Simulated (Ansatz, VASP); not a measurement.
# Two plane-wave programs on Al3GaO6

```
Al Ga O
1.0
    -2.43541    4.21845    0.00009
    -4.87078    0.00002   -0.00010
    -2.43531    1.40630    4.41459
Al Ga O
3 1 6
Direct
  0.85199 0.85200 0.44401
  0.64648 0.64646 0.06059
  0.15107 0.15105 0.54682
  0.35856 0.35859 0.92428
  0.04184 0.76574 0.74952
  0.76573 0.44290 0.74951
  0.44290 0.04185 0.74952
  0.93365 0.25132 0.25858
  0.25134 0.55644 0.25858
  0.55643 0.93365 0.25859
```

Change from the starting cell: cell x1, atoms moved at random (sigma 0.05 Å) and cell strained at random (1.5 %), then relaxed without symmetry.

Alike in both runs: functional PBE; k mesh 4 × 4 × 4; occupations gaussian, width 0.1 eV; no spin polarisation.

Ansatz relaxed the structure, and its values are those at the end. VASP's run is a single point on that final structure, the one shown.

|  | VASP | Ansatz |
| --- | --- | --- |
| version | VASP 6.6.1 | Ansatz 0.2.0 |
| potentials or method | VASP PAW PBE potentials, release 64 (Al, Ga_d, O), cutoff 600 eV | scalar-relativistic, plane waves, PAW |
| valence electrons in the cell | 58 | 58 |

```tsv
	VASP	Ansatz	Ansatz less VASP
gap on the k mesh at the Fermi level (eV)	4.62	4.63	+0.006
least direct gap on the mesh (eV)	4.63	4.64	+0.005
pressure (GPa)	-0.2	0.0	+0.19
rms of the force components (eV/Å)	0.018	0.000	-0.0173
```

The functional is the same, so the differences come from potentials, cutoffs and numerics.
